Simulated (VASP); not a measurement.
# GaAs (F-43m) in VASP: a series of runs

The runs below take GaAs through single point, with LDA, PBEsol.

Everything below comes from runs of VASP 6.6.1. Logs are shortened: lines on timing, memory, paths and dates and some standing lists are left out, and cuts for length are marked.

## Step 1: The cell of the first run

It takes space group F-43m (No. 216, cubic). The conventional cell has a = 5.658 Å, b = 5.658 Å, c = 5.658 Å, α = 90.00°, β = 90.00°, γ = 90.00°. Ga (site symmetry -43m) has 4 As at 2.45 Å within 3.2 Å. Within 3.2 Å of As (site symmetry -43m) lie 4 Ga at 2.45 Å.

## Step 2: Single point, LDA

The input, INCAR:

```
SYSTEM = GaAs
ALGO     = Normal         ! electronic algorithm
EDIFF    = 1E-6           ! SCF threshold, eV
ENCUT    = 520            ! plane-wave cutoff, eV
ISIF     = 2              ! what is computed and relaxed
ISMEAR   = 0              ! smearing method
LASPH    = .TRUE.         ! aspherical terms in the spheres
LCHARG   = .FALSE.        ! write CHGCAR
LREAL    = .FALSE.        ! projectors in reciprocal space
LWAVE    = .FALSE.        ! write WAVECAR
NBANDS   = 16             ! bands
NELM     = 100            ! most SCF steps
PREC     = Accurate       ! precision mode
SIGMA    = 0.02           ! smearing width, eV
```

The input, KPOINTS:

```
k-points
0
G
  12 12 12
  0 0 0
```

The input, POSCAR:

```
GaAs
1.0
    0.0000000000      2.8291375184      2.8291375184
    2.8291375184      0.0000000000      2.8291375184
    2.8291375184      2.8291375184      0.0000000000
Ga As
1 1
Direct
    0.0000000000      0.0000000000      0.0000000000
    0.2500000000      0.2500000000      0.2500000000
```

Potentials or basis: VASP PAW LDA potentials, release 64 (Ga_d, As).

Run with:

```
$ cat potpaw_LDA.64/Ga_d/POTCAR potpaw_LDA.64/As/POTCAR > POTCAR
$ mpirun -np 1 vasp_std > vasp.out
```

OUTCAR:

```text
SYSTEM = GaAs
   EDIFF = 1E-6
   ENCUT = 520
   ISIF = 2
   ISMEAR = 0
   LASPH = .TRUE.
   LREAL = .FALSE.
   NELM = 100
   PREC = Accurate

 ion  position               nearest neighbor table
   1  0.000  0.000  0.000-   2 2.45   2 2.45   2 2.45   2 2.45
   2  0.250  0.250  0.250-   1 2.45   1 2.45   1 2.45   1 2.45

  LATTYP: Found a face centered cubic cell.
 ALAT       =     5.6582750368

  Lattice vectors:

 A1 = (   0.0000000000,   2.8291375184,   2.8291375184)
 A2 = (   2.8291375184,   0.0000000000,   2.8291375184)
 A3 = (   2.8291375184,   2.8291375184,   0.0000000000)

Analysis of symmetry for initial positions (statically):
=====================================================================
 Subroutine PRICEL returns:
 Original cell was already a primitive cell.

 Routine SETGRP: Setting up the symmetry group for a
 face centered cubic supercell.

 Subroutine GETGRP returns: Found 24 space group operations
 (whereof 24 operations were pure point group operations)
 out of a pool of 48 trial point group operations.

The static configuration has the point symmetry T_d .

Analysis of symmetry for dynamics (positions and initial velocities):
=====================================================================
 Subroutine PRICEL returns:
 Original cell was already a primitive cell.

 Routine SETGRP: Setting up the symmetry group for a
 face centered cubic supercell.

 Subroutine GETGRP returns: Found 24 space group operations
 (whereof 24 operations were pure point group operations)
 out of a pool of 48 trial point group operations.

The dynamic configuration has the point symmetry T_d .

 Subroutine INISYM returns: Found 24 space group operations
 (whereof 24 operations are pure point group operations),
 and found     1 'primitive' translations

----------------------------------------------------------------------------------------

                                     Primitive cell

  volume of cell :      45.2889

  direct lattice vectors                    reciprocal lattice vectors
     0.000000000  2.829137518  2.829137518    -0.176732307  0.176732307  0.176732307
     2.829137518  0.000000000  2.829137518     0.176732307 -0.176732307  0.176732307
     2.829137518  2.829137518  0.000000000     0.176732307  0.176732307 -0.176732307

  length of vectors
     4.001004648  4.001004648  4.001004648     0.306109335  0.306109335  0.306109335

  position of ions in fractional coordinates (direct lattice)
[... 74 lines left out ...]
   LNONCOLLINEAR =      F non collinear calculations
   LSORBIT =      F    spin-orbit coupling
   LASPH  =      T    aspherical Exc in radial PAW
   ENCUT  =  520.0 eV  38.22 Ry    6.18 a.u.   7.44  7.44  7.44*2*pi/ulx,y,z
   NELM   =    100;   NELMIN=  2; NELMDL= -5     # of ELM steps
   EDIFF  = 0.1E-05   stopping-criterion for ELM
   LREAL  =      F    real-space projection
   EDIFFG = 0.1E-04   stopping-criterion for IOM
   NSW    =      0    number of steps for IOM
   IBRION =     -1    ionic relax: 0-MD 1-quasi-New 2-CG
   NFREE  =      0    steps in history (QN), initial steepest desc. (CG)
   ISIF   =      2    stress and relaxation
   ISYM   =      2    0-nonsym 1-usesym 2-fastsym
   POTIM  = 0.5000    time-step for ionic-motion
   TEBEG  =    0.0;   TEEND  =   0.0 temperature during run
   PSTRESS=    0.0 pullay stress
   NELECT =      18.0000    total number of electrons
   NUPDOWN=      -1.0000    fix difference up-down
   EMIN   =  10.00;   EMAX   =-10.00  energy-range for DOS
   EFERMI =   0.00;   METHOD = LEGACY
   ISMEAR =     0;   SIGMA  =   0.02  broadening in eV -4-tet -1-fermi 0-gaus
   EFERMI_NEDOS =   21; number of points for ismear=-14 and -15
   IALGO  =     38    algorithm
   IMIX   =      4    mixing-type and parameters
     AMIX     =   0.40;   BMIX     =  1.00
     AMIX_MAG =   1.60;   BMIX_MAG =  1.00
  volume/ion in A,a.u.               =      22.64       152.81
  Fermi-wavevector in a.u.,A,eV,Ry     =   1.203654  2.274576 19.711884  1.448783
  Thomas-Fermi vector in A             =   2.339401
   LORBIT       =      0    0 simple, 1 ext, 2 COOP (PROOUT), +10 PAW based schemes
   GGA     = CA    functional components
   LHFCALC =     F    Hartree Fock is set to
   AEXX    =    0.0000 exact exchange contribution
   IVDW    =     0    specifies the selected vdW correction
   LEPSILON=     F    determine dielectric tensor
   LRPA    =     F    only Hartree local field effects (RPA)
 non-spin polarized calculation
 Gauss-broadening in eV      SIGMA  =   0.02
  energy-cutoff  :      520.00
  volume of cell :       45.29
 maximum number of plane-waves:      1243
 NGX is ok and might be reduce to    30
   NGX = 15   NGY = 15   NGZ = 15

 number of electron      17.9999993 magnetization

 Free energy of the ion-electron system (eV)
  ---------------------------------------------------
  ext. energy  EPLUGINS =         0.00000000
  ---------------------------------------------------
  free energy    TOTEN  =        -9.63596905 eV

  energy without entropy =       -9.63596905  energy(sigma->0) =       -9.63596905

 E-fermi :   3.9480     XC(G=0):  -9.9019

 val. band max:        3.7764945803   @ k =   0.0000   0.0000   0.0000
 cond. band min:       4.0907991698   @ k =   0.0000   0.0000   0.0000
 fundamental gap:      0.3143045895
 Fermi energy:         3.9480053327

 k-point     1 :       0.0000    0.0000    0.0000
  band No.  band energies     occupation
      1     -11.1456      2.00000
      2     -11.1456      2.00000
      3     -11.1456      2.00000
      4     -11.0680      2.00000
      5     -11.0680      2.00000
      6      -8.9703      2.00000
[... 433 lines left out ...]
      3     -11.1195      2.00000
      4     -11.0688      2.00000
      5     -11.0653      2.00000
      6      -7.0265      2.00000
[... 8 lines left out ...]
     15      14.1063      0.00000
     16      14.7520      0.00000

 [... further k-points ...]
[... 5 lines left out ...]
  --------------------------------------------------------------------------------------
  -------------------------------------------------------------------------------------
  Total       -0.4965988     -0.4965988     -0.4965988     -0.0000000      0.0000000     -0.0000000
  in kB      -17.5680718    -17.5680718    -17.5680718     -0.0000000      0.0000000     -0.0000000
  external PRESSURE =     -17.5680718 kB  Pullay stress =       0.0000000 kB

 VOLUME and BASIS-vectors are now :
 -----------------------------------------------------------------------------
  energy-cutoff  :      520.00
  volume of cell :       45.29
      direct lattice vectors                 reciprocal lattice vectors
     0.000000000  2.829137518  2.829137518    -0.176732307  0.176732307  0.176732307
     2.829137518  0.000000000  2.829137518     0.176732307 -0.176732307  0.176732307
     2.829137518  2.829137518  0.000000000     0.176732307  0.176732307 -0.176732307

 POSITION                                       TOTAL-FORCE (eV/Angst)
 -----------------------------------------------------------------------------------
      0.00000      0.00000      0.00000         0.000000      0.000000      0.000000
      1.41457      1.41457      1.41457        -0.000000     -0.000000     -0.000000
 -----------------------------------------------------------------------------------
    total drift:                               -0.000000     -0.000000     -0.000000

  FREE ENERGIE OF THE ION-ELECTRON SYSTEM (eV)
  ---------------------------------------------------
  free  energy   TOTEN  =        -9.6359690508 eV

  energy  without entropy=       -9.6359690508  energy(sigma->0) =       -9.63596905
```

It took 21 s on 1 thread of Intel Xeon 6975P-C (Granite Rapids), shared host; peak memory 0.18 GiB.

Results:

```yaml
Free_energy: -9.6360 eV
Pressure: -1.8 GPa
Band_gap_on_the_k_mesh: 0.31 eV, direct
```

## Step 3: Single point, PBEsol

The input, INCAR:

```
PREC = Accurate
ENCUT = 520
EDIFF = 1E-6
ISMEAR = 0
SIGMA = 0.02
LREAL = False
LASPH = True
NELM = 100
ALGO = Normal
ISIF = 2
LWAVE = False
LCHARG = True
GGA = PS
LELF = True
LVHAR = True
NBANDS = 16
```

The input, KPOINTS:

```
regular mesh
0
Gamma
  12 12 12
```

The input, POSCAR:

```
GaAs
1.0
    0.0000000000      2.8291375179      2.8291375179
    2.8291375179      0.0000000000      2.8291375179
    2.8291375179      2.8291375179      0.0000000000
Ga As
1 1
Direct
    0.0000000000      0.0000000000      0.0000000000
    0.2500000000      0.2500000000      0.2500000000
```

Potentials or basis: VASP PAW PBE potentials, release 64 (Ga_d, As).

Run with:

```
$ cat potpaw_PBE.64/Ga_d/POTCAR potpaw_PBE.64/As/POTCAR > POTCAR
$ mpirun -np 1 vasp_std > vasp.out
```

It took 43 s on 1 thread of Intel Xeon Platinum 8259CL at 2.50GHz (Skylake/Cascade Lake), shared host; peak memory 0.2 GiB.

It converged, with:

```yaml
Free_energy: -9.0925 eV
Pressure: 0.2 GPa
Band_gap_on_the_k_mesh: 0.44 eV, direct
```

Levels at points of the mesh, in eV from the valence-band top:
| k point | band 5 | band 6 | band 7 | band 8 | band 9 | band 10 | band 11 | band 12 | band 13 | band 14 |
| --- | --- | --- | --- | --- | --- | --- | --- | --- | --- | --- |
| (0.00, 0.00, 0.00) | -14.69 | -12.73 | 0.00 | 0.00 | 0.00 | 0.44 | 3.69 | 3.69 | 3.69 | 7.38 |
| (0.50, 0.00, 0.00) | -14.69 | -10.96 | -6.67 | -1.14 | -1.14 | 0.92 | 4.58 | 4.58 | 7.58 | 10.26 |
| (0.50, 0.50, 0.00) | -14.68 | -10.22 | -6.84 | -2.69 | -2.69 | 1.36 | 1.57 | 10.11 | 10.11 | 10.85 |

Caveat: the PAW data sets were made with another functional, which shifts forces and pressure a little. A k mesh can miss the band edges.

[end of part 1 of 2]
